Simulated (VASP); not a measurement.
# NbAs (Fm-3m) in VASP: further runs, part 2 of 2

VASP 6.6.1. The steps go on from the part before.

**3. Single point, PBEsol (volume scaled by 0.980)**

File INCAR:

```
PREC     = Accurate       # precision mode
ENCUT    = 520            # plane-wave cutoff, eV
EDIFF    = 1E-6           # SCF threshold, eV
ISMEAR   = 0              # smearing method
SIGMA    = 0.05           # smearing width, eV
LREAL    = False          # projectors in reciprocal space
LASPH    = True           # aspherical terms in the spheres
NELM     = 80             # most SCF steps
ALGO     = Normal         # electronic algorithm
ISIF     = 2              # what is computed and relaxed
LWAVE    = False          # write WAVECAR
LCHARG   = True           # write CHGCAR
GGA      = PS             # functional
LELF     = True           # ELF
LVHAR    = True         
NBANDS   = 16             # bands
```

File KPOINTS:

```
Automatic mesh
0
Gamma
  10 10 10
```

File POSCAR:

```
NbAs
1.0
    0.0000000000      2.5877010663      2.5877010663
    2.5877010663      0.0000000000      2.5877010663
    2.5877010663      2.5877010663      0.0000000000
Nb As
1 1
Direct
    0.5000000000      0.5000000000      0.5000000000
    0.0000000000      0.0000000000      0.0000000000
```

Potentials or basis: VASP PAW PBE potentials, release 64 (Nb_sv, As).

The run is started by

```
$ cat potpaw_PBE.64/Nb_sv/POTCAR potpaw_PBE.64/As/POTCAR > POTCAR
$ mpirun -np 1 vasp_std > vasp.out
```

OUTCAR:

```text
PREC = Accurate
   ENCUT = 520
   EDIFF = 1E-6
   ISMEAR = 0
   LREAL = False
   LASPH = True
   NELM = 80
   ISIF = 2
   GGA = PS

 ion  position               nearest neighbor table
   1  0.500  0.500  0.500-   2 2.59   2 2.59   2 2.59   2 2.59   2 2.59   2 2.59
   2  0.000  0.000  0.000-   1 2.59   1 2.59   1 2.59   1 2.59   1 2.59   1 2.59

  LATTYP: Found a face centered cubic cell.
 ALAT       =     5.1754021326

  Lattice vectors:

 A1 = (   0.0000000000,   2.5877010663,   2.5877010663)
 A2 = (   2.5877010663,   0.0000000000,   2.5877010663)
 A3 = (   2.5877010663,   2.5877010663,   0.0000000000)

Analysis of symmetry for initial positions (statically):
=====================================================================
 Subroutine PRICEL returns:
 Original cell was already a primitive cell.

 Routine SETGRP: Setting up the symmetry group for a
 face centered cubic supercell.

 Subroutine GETGRP returns: Found 48 space group operations
 (whereof 48 operations were pure point group operations)
 out of a pool of 48 trial point group operations.

The static configuration has the point symmetry O_h .

Analysis of symmetry for dynamics (positions and initial velocities):
[... 161 lines left out ...]
 val. band max:       10.2589312302   @ k =  -0.3000   0.5000   0.2000
 cond. band min:      10.3666209401   @ k =   0.5000   0.5000   0.0000
 fundamental gap:      0.1076897099
 Fermi energy:        10.3212628883

 k-point     1 :       0.0000    0.0000    0.0000
  band No.  band energies     occupation
      1     -45.3241      2.00000
      2     -21.3960      2.00000
      3     -21.3960      2.00000
      4     -21.3960      2.00000
      5      -3.5035      2.00000
      6       8.6519      2.00000
[... 433 lines left out ...]
      3     -21.4584      2.00000
      4     -21.4523      2.00000
      5      -1.9159      2.00000
      6       4.6946      2.00000
[... 8 lines left out ...]
     15      20.0244      0.00000
     16      21.4688      0.00000

 [... further k-points ...]

------------------------ aborting loop because EDIFF is reached ----------------------------------------

  FORCE on cell =-STRESS in cart. coord.  units (eV):
  Direction    XX          YY          ZZ          XY          YZ          ZX
  --------------------------------------------------------------------------------------
  -------------------------------------------------------------------------------------
  Total        0.7809511      0.7809511      0.7809511      0.0000000      0.0000000      0.0000000
  in kB       36.1045637     36.1045637     36.1045637      0.0000000      0.0000000      0.0000000
  external PRESSURE =      36.1045637 kB  Pullay stress =       0.0000000 kB

 VOLUME and BASIS-vectors are now :
 -----------------------------------------------------------------------------
  energy-cutoff  :      520.00
  volume of cell :       34.66
      direct lattice vectors                 reciprocal lattice vectors
     0.000000000  2.587701066  2.587701066    -0.193221700  0.193221700  0.193221700
     2.587701066  0.000000000  2.587701066     0.193221700 -0.193221700  0.193221700
     2.587701066  2.587701066  0.000000000     0.193221700  0.193221700 -0.193221700

 POSITION                                       TOTAL-FORCE (eV/Angst)
 -----------------------------------------------------------------------------------
      2.58770      2.58770      2.58770        -0.000000      0.000000      0.000000
      0.00000      0.00000      0.00000         0.000000     -0.000000     -0.000000
 -----------------------------------------------------------------------------------
    total drift:                                0.000000      0.000000      0.000000

  FREE ENERGIE OF THE ION-ELECTRON SYSTEM (eV)
  ---------------------------------------------------
  free  energy   TOTEN  =       -16.6325518028 eV

  energy  without entropy=      -16.6323121844  energy(sigma->0) =      -16.63243199
```

stdout:

```text
POSCAR found type information on POSCAR NbAs
 POSCAR found :  2 types and       2 ions
 scaLAPACK will be used
 -----------------------------------------------------------------------------
|                                                                             |
|                                                                             |
|     You enforced a specific xc type in the INCAR file but a different       |
|     I HOPE YOU KNOW WHAT YOU ARE DOING!                                     |
|                                                                             |
 -----------------------------------------------------------------------------

 LDA part: xc-table for (Slater+PW92), standard interpolation
 POSCAR, INCAR and KPOINTS ok, starting setup
 FFT: planning ... GRIDC
 FFT: planning ... GRID_SOFT
 FFT: planning ... GRID
 WAVECAR not read
 entering main loop
```

Wall time 48 s (1 thread of Intel Xeon 8259CL, shared host); peak memory 0.17 GiB.

What came out:

```yaml
Free_energy: -16.6326 eV
Pressure: 3.6 GPa
Band_gap_on_the_k_mesh: zero (band 9 reaches 10.95 eV, above the bottom of band 10 at 8.95 eV)
```

Caveat: the PAW data sets were made with another functional, which shifts forces and pressure a little.

**4. Single point, PBEsol (volume scaled by 1.020)**

File INCAR:

```
  PREC = Accurate
  ENCUT = 520
  EDIFF = 1E-6
  ISMEAR = 0
  SIGMA = 0.05
  LREAL = F
  LASPH = T
  NELM = 100
  ALGO = Normal
  ISIF = 2
  LWAVE = F
  LCHARG = T
  GGA = PS
  LELF = T
  LVHAR = T
  NBANDS = 16
```

File KPOINTS:

```
regular mesh
0
Gamma
  10 10 10
```

File POSCAR:

```
NbAs
1.0
    0.0000000000      2.6224394540      2.6224394540
    2.6224394540      0.0000000000      2.6224394540
    2.6224394540      2.6224394540      0.0000000000
Nb As
1 1
Direct
    0.5000000000      0.5000000000      0.5000000000
    0.0000000000      0.0000000000      0.0000000000
```

The run is started by

```
$ cat potpaw_PBE.64/Nb_sv/POTCAR potpaw_PBE.64/As/POTCAR > POTCAR
$ mpirun -np 1 vasp_std > vasp.out
```

Run time: 49 s. Hardware: 1 thread of Intel Xeon 8259CL, shared host; peak memory 0.17 GiB.

It converged, with:

- Free energy: -16.6353 eV
- Pressure: -2.9 GPa
- Band gap on the k mesh: zero (band 9 reaches 10.39 eV, above the bottom of band 10 at 8.50 eV)

Levels at points of the mesh, in eV from the Fermi level:
```
           k point  band 5  band 6  band 7  band 8  band 9  band 10  band 11  band 12  band 13  band 14
(0.00, 0.00, 0.00)  -13.56   -1.55   -1.55   -1.55   -0.92    -0.92    -0.13    -0.13    -0.13     4.86
(0.50, 0.00, 0.00)  -11.26   -7.02   -4.43   -4.43    0.61     0.61     1.50     3.17     6.82     6.82
(0.50, 0.50, 0.00)  -11.99   -4.98   -3.35   -2.03   -2.03     0.05     1.29     1.29     2.48     4.21
```

Caveat: the PAW data sets were made with another functional, which shifts forces and pressure a little.

**5. Single point, PBEsol (volume scaled by 1.040)**

File INCAR:

```
SYSTEM = NbAs
PREC = Accurate
ENCUT = 520
EDIFF = 1E-6
ISMEAR = 0
SIGMA = 0.05
LREAL = .False.
LASPH = .True.
NELM = 100
ALGO = Normal
ISIF = 2
LWAVE = .False.
LCHARG = .False.
GGA = PS
NBANDS = 16
```

File KPOINTS:

```
regular mesh
0
Gamma
  10 10 10
  0 0 0
```

File POSCAR:

```
NbAs
1.0
    0.0000000000      2.6394687588      2.6394687588
    2.6394687588      0.0000000000      2.6394687588
    2.6394687588      2.6394687588      0.0000000000
Nb As
1 1
Direct
    0.5000000000      0.5000000000      0.5000000000
    0.0000000000      0.0000000000      0.0000000000
```

The run is started by

```
$ cat potpaw_PBE.64/Nb_sv/POTCAR potpaw_PBE.64/As/POTCAR > POTCAR
$ mpirun -np 1 vasp_std > vasp.out
```

Wall time 48 s (1 thread of Intel Xeon 8259CL, shared host); peak memory 0.17 GiB.

The run converged. Its results:

```
Free energy            : -16.6169 eV
Pressure               : -5.6 GPa
Band gap on the k mesh : zero (band 9 reaches 10.12 eV, above the bottom of band 10 at 8.28 eV)
```

Levels at points of the mesh, in eV from the Fermi level:
```tsv
k point	band 7	band 8	band 9	band 10	band 11	band 12
(0.00, 0.00, 0.00)	-1.49	-1.49	-0.89	-0.89	-0.14	-0.14
(0.50, 0.00, 0.00)	-4.34	-4.34	0.60	0.60	1.45	3.16
(0.50, 0.50, 0.00)	-3.24	-2.02	-2.02	0.05	1.26	1.26
```

Caveat: the PAW data sets were made with another functional, which shifts forces and pressure a little.

**6. Summary**

```csv
cell,gap on the mesh (eV),pressure (GPa)
"a = 3.684 Å, angles 60.0°, 2 atoms",none,0.2
"a = 3.660 Å, angles 60.0°, 2 atoms",none,3.6
"a = 3.709 Å, angles 60.0°, 2 atoms",none,-2.9
"a = 3.733 Å, angles 60.0°, 2 atoms",none,-5.6
```

Alike in all rows: task single point; level PBEsol; potentials or basis VASP PAW PBE potentials, release 64 (Nb_sv, As); no spin polarisation; k mesh 10 × 10 × 10; cutoff (eV) 520; smearing gaussian 0.05 eV.

Caveats: the PAW data sets were made with another functional, which shifts forces and pressure a little.

Total energies depend on the potentials used, so only differences within one code and one set of settings carry meaning.
